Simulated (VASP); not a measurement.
**SrO: single point with PBE**

The system is SrO.

```xyz
2
Lattice="0.0000 2.7177 2.5799 2.7177 0.0000 2.5799 2.7177 2.7177 0.0000" Properties=species:S:1:pos:R:3 pbc="T T T"
Sr    0.0000    0.0000    0.0000
O     2.7177    2.7177    2.5799
```

This cell differs from its parent crystal: biaxial xy strain +5.3%.

| Item | Value |
| --- | --- |
| Program | VASP 6.6.1 |
| Task | single point |
| Functional | PBE |
| Potentials or basis | VASP PAW PBE potentials, release 64 (Sr_sv, O) |
| Cutoff | 520 eV |
| k mesh | 8 × 8 × 8 |
| Occupations | fermi-dirac, width 0.02 eV |
| Spin | no spin polarisation |

| Item | Value |
| --- | --- |
| Pressure | -5.1 GPa |
| Band gap on the k mesh | 3.08 eV, direct |

Stress tensor (GPa, compression positive):
```
-6.46  0.00  0.00
 0.00 -6.46  0.00
 0.00  0.00 -2.38
```

Levels at points of the mesh, in eV from the valence-band top:
```csv
k point,band 6,band 7,band 8,band 9,band 10,band 11
"(0.00, 0.00, 0.00)",-0.14,-0.14,0.00,3.08,5.75,5.75
"(0.50, 0.00, 0.00)",-2.06,-1.05,-1.03,5.96,7.46,8.07
"(0.50, 0.50, 0.00)",-0.50,-0.30,-0.30,3.09,6.93,9.32
"(0.50, 0.00, 0.50)",-0.76,-0.28,-0.13,3.28,6.84,9.19
```

Wall time 18 s on 1 thread of AMD EPYC 9R45 96-Core Processor (Zen 5), with other jobs on the host, peak memory 0.15 GiB.

Caveat: the cell differs from its parent crystal (biaxial xy strain +5.3%). A k mesh can miss the band edges.
